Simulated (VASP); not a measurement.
# Sb (Pm-3m) in VASP: further runs, part 2 of 2

VASP 6.6.1. Earlier steps stand in the parts before.

### Step 3. Single point, PBEsol

This run uses another cell than the first one, of 17.77 Å³/atom, 0.714 times its volume.

Input file INCAR:

```
SYSTEM = Sb
PREC = Accurate ; ENCUT = 520
EDIFF = 1E-7 ; ISMEAR = 0
SIGMA = 0.1 ; LREAL = .FALSE.
LASPH = .TRUE. ; NELM = 80
ALGO = Normal ; ISIF = 2
LWAVE = .FALSE. ; LCHARG = .FALSE.
GGA = PS ; NBANDS = 8
```

Input file KPOINTS:

```
regular mesh
0
G
  16 16 16
  0 0 0
```

Input file POSCAR:

```
Sb
1.0
    2.6097497863      0.0000000000      0.0000000000
    0.0000000000      2.6097497863      0.0000000000
    0.0000000000      0.0000000000      2.6097497863
Sb
1
Direct
    0.0000000000      0.0000000000      0.0000000000
```

Potentials or basis: VASP PAW PBE potentials, release 64 (Sb).

Started as:

```bash
$ cat potpaw_PBE.64/Sb/POTCAR > POTCAR
$ mpirun -np 1 vasp_std > vasp.out
```

OUTCAR:

```text
SYSTEM = Sb
   PREC = Accurate
   ENCUT = 520
   EDIFF = 1E-7
   ISMEAR = 0
   LREAL = .FALSE.
   LASPH = .TRUE.
   NELM = 80
   ISIF = 2
   GGA = PS

 ion  position               nearest neighbor table
   1  0.000  0.000  0.000-

  LATTYP: Found a simple cubic cell.
 ALAT       =     2.6097497863

  Lattice vectors:

 A1 = (   2.6097497863,   0.0000000000,   0.0000000000)
 A2 = (   0.0000000000,   2.6097497863,   0.0000000000)
 A3 = (   0.0000000000,   0.0000000000,   2.6097497863)

Analysis of symmetry for initial positions (statically):
=====================================================================
 Subroutine PRICEL returns:
 Original cell was already a primitive cell.

 Routine SETGRP: Setting up the symmetry group for a
 simple cubic supercell.

 Subroutine GETGRP returns: Found 48 space group operations
 (whereof 48 operations were pure point group operations)
 out of a pool of 48 trial point group operations.

The static configuration has the point symmetry O_h .

Analysis of symmetry for dynamics (positions and initial velocities):
=====================================================================
 Subroutine PRICEL returns:
 Original cell was already a primitive cell.

 Routine SETGRP: Setting up the symmetry group for a
 simple cubic supercell.

 Subroutine GETGRP returns: Found 48 space group operations
 (whereof 48 operations were pure point group operations)
 out of a pool of 48 trial point group operations.

The dynamic configuration has the point symmetry O_h .

 Subroutine INISYM returns: Found 48 space group operations
 (whereof 48 operations are pure point group operations),
 and found     1 'primitive' translations

----------------------------------------------------------------------------------------

                                     Primitive cell

  volume of cell :      17.7745

  direct lattice vectors                    reciprocal lattice vectors
     2.609749786  0.000000000  0.000000000     0.383178497  0.000000000  0.000000000
     0.000000000  2.609749786  0.000000000     0.000000000  0.383178497  0.000000000
     0.000000000  0.000000000  2.609749786     0.000000000  0.000000000  0.383178497

  length of vectors
     2.609749786  2.609749786  2.609749786     0.383178497  0.383178497  0.383178497

  position of ions in fractional coordinates (direct lattice)
     0.000000000  0.000000000  0.000000000

  ion indices of the primitive-cell ions
   primitive index   ion index
                 1           1

----------------------------------------------------------------------------------------

 KPOINTS: regular mesh

Automatic generation of k-mesh.
 Grid dimensions read from file:
 generate k-points for:   16   16   16

 Generating k-lattice:

  Cartesian coordinates                     Fractional coordinates (reciprocal lattice)
     0.023948656  0.000000000  0.000000000     0.062500000  0.000000000  0.000000000
     0.000000000  0.023948656  0.000000000     0.000000000  0.062500000  0.000000000
     0.000000000  0.000000000  0.023948656     0.000000000  0.000000000  0.062500000

  Length of vectors
     0.023948656  0.023948656  0.023948656

  Shift w.r.t. Gamma in fractional coordinates (k-lattice)
     0.000000000  0.000000000  0.000000000

 Subroutine IBZKPT returns following result:
 ===========================================

 Found    165 irreducible k-points:

 Following reciprocal coordinates:
            Coordinates               Weight
  0.000000  0.000000  0.000000      1.000000
  0.062500  0.000000  0.000000      6.000000
  0.125000  0.000000  0.000000      6.000000
  0.187500  0.000000  0.000000      6.000000
  0.250000  0.000000  0.000000      6.000000
  0.312500  0.000000  0.000000      6.000000
[... 16 lines left out ...]
  0.437500  0.125000  0.000000     24.000000
  0.500000  0.125000  0.000000     12.000000
 [... further k-points ...]
   k-points           NKPTS =    165   k-points in BZ     NKDIM =    165   number of bands    NBANDS=      8
   number of dos      NEDOS =    301   number of ions     NIONS =      1
   total plane-waves  NPLWV =   8000
   dimension x,y,z NGX =    20 NGY =   20 NGZ =   20
   dimension x,y,z NGXF=    40 NGYF=   40 NGZF=   40
   ions per type =               1
   NGX,Y,Z   is equivalent  to a cutoff of  12.74, 12.74, 12.74 a.u.
   NGXF,Y,Z  is equivalent  to a cutoff of  25.48, 25.48, 25.48 a.u.
 SYSTEM =  Sb
   PREC   = accura    normal or accurate (medium, high low for compatibility)
   ISTART =      0    job   : 0-new  1-cont  2-samecut
   ICHARG =      2    charge: 1-file 2-atom 10-const
   ISPIN  =      1    spin polarized calculation?
   LNONCOLLINEAR =      F non collinear calculations
   LSORBIT =      F    spin-orbit coupling
   LASPH  =      T    aspherical Exc in radial PAW
   ENCUT  =  520.0 eV  38.22 Ry    6.18 a.u.   4.85  4.85  4.85*2*pi/ulx,y,z
   NELM   =     80;   NELMIN=  2; NELMDL= -5     # of ELM steps
   EDIFF  = 0.1E-06   stopping-criterion for ELM
   LREAL  =      F    real-space projection
   EDIFFG = 0.1E-05   stopping-criterion for IOM
   NSW    =      0    number of steps for IOM
   IBRION =     -1    ionic relax: 0-MD 1-quasi-New 2-CG
   NFREE  =      0    steps in history (QN), initial steepest desc. (CG)
   ISIF   =      2    stress and relaxation
   ISYM   =      2    0-nonsym 1-usesym 2-fastsym
   POTIM  = 0.5000    time-step for ionic-motion
   TEBEG  =    0.0;   TEEND  =   0.0 temperature during run
   PSTRESS=    0.0 pullay stress
   NELECT =       5.0000    total number of electrons
   NUPDOWN=      -1.0000    fix difference up-down
   EMIN   =  10.00;   EMAX   =-10.00  energy-range for DOS
   EFERMI =   0.00;   METHOD = LEGACY
   ISMEAR =     0;   SIGMA  =   0.10  broadening in eV -4-tet -1-fermi 0-gaus
   EFERMI_NEDOS =   21; number of points for ismear=-14 and -15
   IALGO  =     38    algorithm
   IMIX   =      4    mixing-type and parameters
     AMIX     =   0.40;   BMIX     =  1.00
     AMIX_MAG =   1.60;   BMIX_MAG =  1.00
  volume/ion in A,a.u.               =      17.77       119.95
  Fermi-wavevector in a.u.,A,eV,Ry     =   1.072670  2.027052 15.655136  1.150620
  Thomas-Fermi vector in A             =   2.208446
   LORBIT       =      0    0 simple, 1 ext, 2 COOP (PROOUT), +10 PAW based schemes
   GGA     = PS    functional components
   LHFCALC =     F    Hartree Fock is set to
   AEXX    =    0.0000 exact exchange contribution
   IVDW    =     0    specifies the selected vdW correction
   LEPSILON=     F    determine dielectric tensor
   LRPA    =     F    only Hartree local field effects (RPA)
 non-spin polarized calculation
 Gauss-broadening in eV      SIGMA  =   0.10
  energy-cutoff  :      520.00
  volume of cell :       17.77
 maximum number of plane-waves:       500
 NGX is ok and might be reduce to    20
   NGX =  9   NGY =  9   NGZ =  9

 number of electron       5.0000000 magnetization

 Free energy of the ion-electron system (eV)
  ---------------------------------------------------
  ext. energy  EPLUGINS =         0.00000000
  ---------------------------------------------------
  free energy    TOTEN  =        -2.51871612 eV

  energy without entropy =       -2.51706991  energy(sigma->0) =       -2.51789301

 E-fermi :  15.5573     XC(G=0): -12.0944

 val. band max:       15.5505931150   @ k =   0.5000   0.4375   0.0000
 cond. band min:      15.6141443026   @ k =   0.3750   0.2500   0.1875
 fundamental gap:      0.0635511876
 Fermi energy:        15.5572567288

 k-point     1 :       0.0000    0.0000    0.0000
  band No.  band energies     occupation
      1      -2.3970      2.00000
      2      19.8037      0.00000
      3      19.8037      0.00000
      4      19.8037      0.00000
      5      23.1073      0.00000
      6      23.1073      0.00000
      7      27.0246      0.00000
      8      35.7602      0.00000
[... 243 lines left out ...]
 k-point    24 :       0.5000    0.1250    0.0000
  band No.  band energies     occupation
      1       2.9160      2.00000
      2       5.5731      2.00000
      3      20.7938      0.00000
      4      23.3152      0.00000
      5      24.6166      0.00000
      6      26.9085      0.00000
      7      27.7801      0.00000
      8      28.6079      0.00000

 [... further k-points ...]

------------------------ aborting loop because EDIFF is reached ----------------------------------------

  FORCE on cell =-STRESS in cart. coord.  units (eV):
  Direction    XX          YY          ZZ          XY          YZ          ZX
  --------------------------------------------------------------------------------------
  -------------------------------------------------------------------------------------
  Total       10.3029187     10.3029187     10.3029187      0.0000000      0.0000000      0.0000000
  in kB      928.6974331    928.6974331    928.6974331      0.0000000      0.0000000      0.0000000
  external PRESSURE =     928.6974331 kB  Pullay stress =       0.0000000 kB

 VOLUME and BASIS-vectors are now :
 -----------------------------------------------------------------------------
  energy-cutoff  :      520.00
  volume of cell :       17.77
      direct lattice vectors                 reciprocal lattice vectors
     2.609749786  0.000000000  0.000000000     0.383178497  0.000000000  0.000000000
     0.000000000  2.609749786  0.000000000     0.000000000  0.383178497  0.000000000
     0.000000000  0.000000000  2.609749786     0.000000000  0.000000000  0.383178497

 POSITION                                       TOTAL-FORCE (eV/Angst)
 -----------------------------------------------------------------------------------
      0.00000      0.00000      0.00000         0.000000      0.000000      0.000000
 -----------------------------------------------------------------------------------
    total drift:                               -0.000000     -0.000000      0.000000

  FREE ENERGIE OF THE ION-ELECTRON SYSTEM (eV)
  ---------------------------------------------------
  free  energy   TOTEN  =        -2.5187161196 eV

  energy  without entropy=       -2.5170699077  energy(sigma->0) =       -2.51789301
```

OSZICAR:

```text
N       E                     dE             d eps       ncg     rms          rms(c)
DAV:   1     0.803886930569E+01    0.80389E+01   -0.18822E+03  2768   0.430E+02
DAV:   2    -0.250048568119E+01   -0.10539E+02   -0.10295E+02  3904   0.607E+01
DAV:   3    -0.258643646291E+01   -0.85951E-01   -0.85718E-01  3176   0.643E+00
DAV:   4    -0.258671638346E+01   -0.27992E-03   -0.27992E-03  3760   0.414E-01
DAV:   5    -0.258671732791E+01   -0.94445E-06   -0.94499E-06  3240   0.162E-02    0.476E+00
DAV:   6    -0.254062209212E+01    0.46095E-01   -0.13507E-02  3168   0.605E-01    0.305E+00
DAV:   7    -0.251920823014E+01    0.21414E-01   -0.25057E-02  3176   0.854E-01    0.191E-01
DAV:   8    -0.251871753855E+01    0.49069E-03   -0.14786E-03  2992   0.232E-01    0.727E-03
DAV:   9    -0.251871784717E+01   -0.30862E-06   -0.10481E-05  3736   0.271E-02    0.438E-03
DAV:  10    -0.251871645150E+01    0.13957E-05   -0.14329E-07  3264   0.275E-03    0.109E-03
DAV:  11    -0.251871605680E+01    0.39470E-06   -0.11937E-08  2656   0.657E-04    0.168E-04
DAV:  12    -0.251871611958E+01   -0.62782E-07   -0.76205E-10  1664   0.214E-04
   1 F= -.25187161E+01 E0= -.25178930E+01  d E =-.164621E-02
```

Run time: 26 s. Hardware: 1 thread of Intel Xeon 8259CL, shared host; peak memory 0.14 GiB.

Results:

```yaml
Free_energy: -2.5187 eV
Pressure: 92.9 GPa
```

Caveat: the PAW data sets were made with another functional, which shifts forces and pressure a little; spin-orbit coupling is left out, which moves the levels of the heavy elements.
